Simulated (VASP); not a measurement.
Set up this calculation in VASP 6.6.1, as the native input.

| Quantity | Value |
| --- | --- |
| Task | single point |
| Functional | LDA |
| Potentials or basis | VASP PAW LDA potentials, release 64 (Al, N) |
| Cutoff | 520 eV |
| k mesh | 8 × 8 × 8 |
| Occupations | methfessel-paxton, width 0.1 eV |
| Spin | no spin polarisation |
| Dipole correction | no |
| Further INCAR settings | ALGO = Normal; EDIFF = 1e-06; NBANDS = 11 |

The structure of AlN lies in POSCAR:

```
AlN
1.0
    0.0000000000      2.0055035053      2.0055035053
    2.0055035053      0.0000000000      2.0055035053
    2.0055035053      2.0055035053      0.0000000000
Al N
1 1
Direct
    0.0000000000      0.0000000000      0.0000000000
    0.5000000000      0.5000000000      0.5000000000
```

These files were run (other wordings do the same):

INCAR

```
  ALGO = Normal
  EDIFF = 1E-6
  ENCUT = 520
  GGA = CA
  ISIF = 2
  ISMEAR = 1
  LASPH = True
  LCHARG = False
  LREAL = False
  LWAVE = False
  NBANDS = 11
  NELM = 80
  PREC = Accurate
  SIGMA = 0.1
```

KPOINTS

```
k-points
0
Gamma
  8 8 8
```

Potentials or basis: VASP PAW LDA potentials, release 64 (Al, N).

Run with:

```sh
$ cat potpaw_LDA.64/Al/POTCAR potpaw_LDA.64/N/POTCAR > POTCAR
$ mpirun -np 1 vasp_std > vasp.out
```

Results of the run:

```yaml
Pressure: 0.6 GPa
Band_gap_on_the_k_mesh: 4.69 eV, indirect (least direct gap 6.12 eV)
```

Run time: 11 s on 1 thread of AMD EPYC 7R13, on a shared host, peak memory 0.09 GiB.
